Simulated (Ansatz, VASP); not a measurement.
**One calculation of Hf2Si3, two programs**

Contents of INCAR:

```
  PREC = Accurate
  ENCUT = 500
  EDIFF = 1E-7
  ISMEAR = 0
  SIGMA = 0.1
  LREAL = False
  LASPH = True
  NELM = 120
  ALGO = Normal
  ISIF = 3
  LWAVE = False
  LCHARG = False
  GGA = PS
  IBRION = 2
  NSW = 45
  EDIFFG = -0.04
  ISYM = 0
  GGA_COMPAT = False
  NELMIN = 4
```

Contents of KPOINTS:

```
Automatic mesh
0
Gamma
  3 3 3
```

POSCAR

```
Hf2Si3
1.0
   -0.0415596589     -0.0399185270      7.2112862706
   -7.4359939481     -0.0216371004      0.0417187379
    1.8377393055     -6.8388605736      0.0289417443
Hf Si
8 12
Direct
    0.1301190749      0.4545087641      0.7999394548
    0.6259500143      0.4526118019      0.7964352192
    0.1238581903      0.9482179360      0.8033981415
    0.6253297573      0.9427892933      0.7909705501
    0.3728013895      0.0561973008      0.2038335806
    0.8733923021      0.0529710306      0.2131817346
    0.3739656138      0.5346781529      0.2030189039
    0.8770221710      0.5473999677      0.1971565188
    0.1172119993      0.2689935111      0.0913161195
    0.6361599384      0.2681780014      0.0902289336
    0.1277797706      0.7808994166      0.1295465490
    0.6204675220      0.7801335961      0.1283500115
    0.3785510959      0.2128374144      0.8602080690
    0.3766225522      0.7194920169      0.8734794188
    0.8748547311      0.7241616934      0.8885059521
    0.1213833133      0.1260365170      0.5101723974
    0.1205295161      0.6353703353      0.5015963580
    0.6266059112      0.6270143982      0.4966708720
    0.8836081558      0.3819001225      0.5025984805
    0.3757894858      0.8785012387      0.4996875397
```

Input for Ansatz:

```yaml
crystal:
  lattice:
    - [-0.0415596589, -0.039918527, 7.2112862706]
    - [-7.4359939481, -0.0216371004, 0.0417187379]
    - [1.8377393055, -6.8388605736, 0.0289417443]
  atoms:
    - { symbol: Hf, position: [0.1301190749, 0.4545087641, 0.7999394548] }
    - { symbol: Hf, position: [0.6259500143, 0.4526118019, 0.7964352192] }
    - { symbol: Hf, position: [0.1238581903, 0.948217936, 0.8033981415] }
    - { symbol: Hf, position: [0.6253297573, 0.9427892933, 0.7909705501] }
    - { symbol: Hf, position: [0.3728013895, 0.0561973008, 0.2038335806] }
    - { symbol: Hf, position: [0.8733923021, 0.0529710306, 0.2131817346] }
    - { symbol: Hf, position: [0.3739656138, 0.5346781529, 0.2030189039] }
    - { symbol: Hf, position: [0.877022171, 0.5473999677, 0.1971565188] }
    - { symbol: Si, position: [0.1172119993, 0.2689935111, 0.0913161195] }
    - { symbol: Si, position: [0.6361599384, 0.2681780014, 0.0902289336] }
    - { symbol: Si, position: [0.1277797706, 0.7808994166, 0.129546549] }
    - { symbol: Si, position: [0.620467522, 0.7801335961, 0.1283500115] }
    - { symbol: Si, position: [0.3785510959, 0.2128374144, 0.860208069] }
    - { symbol: Si, position: [0.3766225522, 0.7194920169, 0.8734794188] }
    - { symbol: Si, position: [0.8748547311, 0.7241616934, 0.8885059521] }
    - { symbol: Si, position: [0.1213833133, 0.126036517, 0.5101723974] }
    - { symbol: Si, position: [0.1205295161, 0.6353703353, 0.501596358] }
    - { symbol: Si, position: [0.6266059112, 0.6270143982, 0.496670872] }
    - { symbol: Si, position: [0.8836081558, 0.3819001225, 0.5025984805] }
    - { symbol: Si, position: [0.3757894858, 0.8785012387, 0.4996875397] }
  symmetry: { detect: false }
basis:
  ecutwfc: 420
kpoints:
  mp_grid: { grid: [3, 3, 3] }
hamiltonian:
  xc: pbesol
scf:
  occupations: { method: gaussian, width: 0.1 }
  lower_state_search: "off"
output:
  forces: true
  stress: true
  eigenvalues: true
relax:
  adjacent_minimum: "off"
  f_tol: 0.04
  max_steps: 25
  cell: { stress_tol: 0.3 }
```

Alike in both runs: task relaxation of cell and atoms; functional PBEsol; k mesh 3 × 3 × 3; occupations gaussian, width 0.1 eV; no spin polarisation.

|  | VASP | Ansatz |
| --- | --- | --- |
| version | VASP 6.6.1 | Ansatz 0.2.0 |
| potentials or method | VASP PAW PBE potentials, release 64 (Hf_pv, Si), cutoff 500 eV | scalar-relativistic, plane waves, PAW |
| valence electrons in the cell | 128 | 256 |

```csv
,VASP,Ansatz,Ansatz less VASP
"gap on the k mesh at the Fermi level, each at its own relaxed structure (eV)",none,none,-
relaxed volume (Å³/atom),18.40,18.39,-0.010
relaxed length of the cell vector where the two differ most in proportion (Å),7.416,7.409,-0.0077
```

VASP's potentials were made for PBE, not for PBEsol. A gap of «none» marks a metal or a gap that the smearing closes. VASP's potentials hold 128 valence electrons a cell and Ansatz's 256, so a difference there can come from the potentials and not from the codes.

Spin-orbit coupling is off throughout.
